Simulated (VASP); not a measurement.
Set up this calculation in VASP 6.6.1, as the native input.

```yaml
Task: single point
Functional: r2SCAN
Potentials_or_basis: VASP PAW PBE potentials, release 64 (In_d)
Cutoff: 520 eV
k_mesh: 8 × 8 × 3
Occupations: methfessel-paxton, width 0.15 eV
Spin: no spin polarisation
Dipole_correction: no
Further_INCAR_settings: ALGO = Normal; EDIFF = 1e-06; NBANDS = 34
```

Crystal: In.

```
CELL_PARAMETERS angstrom
3.45125 0.00000 0.00000
-1.72563 2.98887 0.00000
0.00000 0.00000 11.08035
ATOMIC_POSITIONS crystal
In 0.00000 0.00000 0.00000
In 0.33333 0.66667 0.25000
In 0.00000 0.00000 0.50000
In 0.66667 0.33333 0.75000
```

This isn't the form of In at room conditions, which is tetragonal.

The input as run:

POSCAR

```
In
1.0
    3.4512512931      0.0000000000      0.0000000000
   -1.7256256465      2.9888703771      0.0000000000
    0.0000000000      0.0000000000     11.0803465987
In
4
Direct
    0.0000000000      0.0000000000      0.0000000000
    0.3333333333      0.6666666667      0.2500000000
    0.0000000000      0.0000000000      0.5000000000
    0.6666666667      0.3333333333      0.7500000000
```

INCAR.step1

```
PREC     = Accurate       # precision mode
ENCUT    = 520            # plane-wave cutoff, eV
ISMEAR   = 1              # smearing method
SIGMA    = 0.15           # smearing width, eV
LREAL    = False          # projectors in reciprocal space
LASPH    = True           # aspherical terms in the spheres
NELM     = 100            # most SCF steps
NBANDS   = 34             # bands
GGA      = PE             # functional
ALGO     = Normal         # electronic algorithm
EDIFF    = 1E-4           # SCF threshold, eV
LWAVE    = True           # write WAVECAR
LCHARG   = False          # write CHGCAR
```

INCAR.step2

```
PREC     = Accurate       # precision mode
ENCUT    = 520            # plane-wave cutoff, eV
EDIFF    = 1E-6           # SCF threshold, eV
ISMEAR   = 1              # smearing method
SIGMA    = 0.15           # smearing width, eV
LREAL    = False          # projectors in reciprocal space
LASPH    = True           # aspherical terms in the spheres
NELM     = 100            # most SCF steps
ALGO     = Normal         # electronic algorithm
ISIF     = 2              # what is computed and relaxed
LWAVE    = False          # write WAVECAR
LCHARG   = False          # write CHGCAR
METAGGA  = R2SCAN         # meta-GGA
LMIXTAU  = True         
NBANDS   = 34             # bands
ISTART   = 1
```

KPOINTS

```
Automatic mesh
0
Gamma
  8 8 3
```

Potentials or basis: VASP PAW PBE potentials, release 64 (In_d).

Command:

```console
$ cat potpaw_PBE.64/In_d/POTCAR > POTCAR
$ cp INCAR.step1 INCAR
$ mpirun -np 1 vasp_std > vasp.out
$ cp INCAR.step2 INCAR
$ mpirun -np 1 vasp_std > vasp.out
```

It gave:

- Pressure: -2.6 GPa
- Band gap on the k mesh: zero (bands 26 and 27 overlap by 4.45 eV)

Caveat: the PAW data sets were made with another functional, which shifts forces and pressure a little; spin-orbit coupling is left out, which moves the levels of the heavy elements.

Run time: 6.4 min on 1 thread of Intel Xeon 8259CL (shared host), peak memory 0.29 GiB.
